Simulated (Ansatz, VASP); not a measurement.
## One calculation of InAs, two programs

```xyz
2
Lattice="0.0000 3.1145 3.1145 3.1145 0.0000 3.1145 3.1145 3.1145 0.0000" Properties=species:S:1:pos:R:3 pbc="T T T"
In    0.0000    0.0000    0.0000
As    1.5572    1.5572    1.5572
```

Alike in both runs: task single point; functional r2SCAN; k mesh 6 × 6 × 6; occupations fermi-dirac, width 0.02 eV; no spin polarisation.

|  | VASP | Ansatz |
| --- | --- | --- |
| version | VASP 6.6.1 | Ansatz 0.2.0 |
| potentials or method | VASP PAW PBE potentials, release 64 (In_d, As) | plane waves, PAW |
| plane-wave cutoff (eV) | 520 | 500 |
| valence electrons in the cell | 18 | 28 |

VASP gave:

* pressure (GPa): -2.9

Problem. Which values does Ansatz return?

Solution. Pressure (GPa): -2.8.

VASP's potentials were made for PBE, not for r2SCAN. VASP's potentials hold 18 valence electrons a cell and Ansatz's 28, so a difference there can come from the potentials and not from the codes.
